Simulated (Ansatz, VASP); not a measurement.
# Two plane-wave programs on W

POSCAR

```
W
1.0
    0.0000000000      2.0300000000      2.1112000000
    2.0300000000      0.0000000000      2.1112000000
    2.0300000000      2.0300000000      0.0000000000
W
1
Direct
    0.0000000000      0.0000000000      0.0000000000
```

INCAR.step1

```
PREC     = Accurate       # precision mode
ENCUT    = 520            # plane-wave cutoff, eV
ISMEAR   = 0              # smearing method
SIGMA    = 0.15           # smearing width, eV
LREAL    = False          # projectors in reciprocal space
LASPH    = True           # aspherical terms in the spheres
NELM     = 100            # most SCF steps
NBANDS   = 13             # bands
GGA      = PE             # functional
ALGO     = Normal         # electronic algorithm
EDIFF    = 1E-4           # SCF threshold, eV
LWAVE    = True           # write WAVECAR
LCHARG   = False          # write CHGCAR
```

Contents of INCAR.step2:

```
PREC     = Accurate       # precision mode
ENCUT    = 520            # plane-wave cutoff, eV
EDIFF    = 1E-6           # SCF threshold, eV
ISMEAR   = 0              # smearing method
SIGMA    = 0.15           # smearing width, eV
LREAL    = False          # projectors in reciprocal space
LASPH    = True           # aspherical terms in the spheres
NELM     = 100            # most SCF steps
ALGO     = Normal         # electronic algorithm
ISIF     = 2              # what is computed and relaxed
LWAVE    = False          # write WAVECAR
LCHARG   = False          # write CHGCAR
METAGGA  = R2SCAN         # meta-GGA
LMIXTAU  = True         
NBANDS   = 13             # bands
ISTART   = 1
```

The input KPOINTS:

```
Automatic mesh
0
Gamma
  20 20 20
```

Input for Ansatz:

```yaml
crystal:
  lattice:
    - [0.0, 2.03, 2.1112]
    - [2.03, 0.0, 2.1112]
    - [2.03, 2.03, 0.0]
  atoms:
    - { symbol: W, position: [0.0, 0.0, 0.0] }
basis:
  ecutwfc: 500
kpoints:
  mp_grid: { grid: [20, 20, 20] }
hamiltonian:
  xc: r2scan
scf:
  occupations: { method: gaussian, width: 0.15 }
output:
  forces: true
  stress: true
  eigenvalues: true
```

Change from the starting cell: strain +0.0400 x Voigt [0, 0, 1, 0, 0, 0], atoms carried along.

Alike in both runs: task single point; functional r2SCAN; k mesh 20 × 20 × 20; occupations gaussian, width 0.15 eV; no spin polarisation.

|  | VASP | Ansatz |
| --- | --- | --- |
| version | VASP 6.6.1 | Ansatz 0.2.0 |
| potentials or method | VASP PAW PBE potentials, release 64 (W_sv), cutoff 520 eV | scalar-relativistic, plane waves, PAW |
| valence electrons in the cell | 14 | 14 |

```tsv
	VASP	Ansatz	Ansatz less VASP
gap on the k mesh at the Fermi level (eV)	none	none	-
pressure (GPa)	-17.6	-18.4	-0.78
traceless stress, the component that is largest in VASP (GPa)	7.81	7.77	-0.041
```

VASP's potentials were made for PBE, not for r2SCAN. A gap of «none» marks a metal or a gap that the smearing closes.

Neither program's run includes spin-orbit coupling.
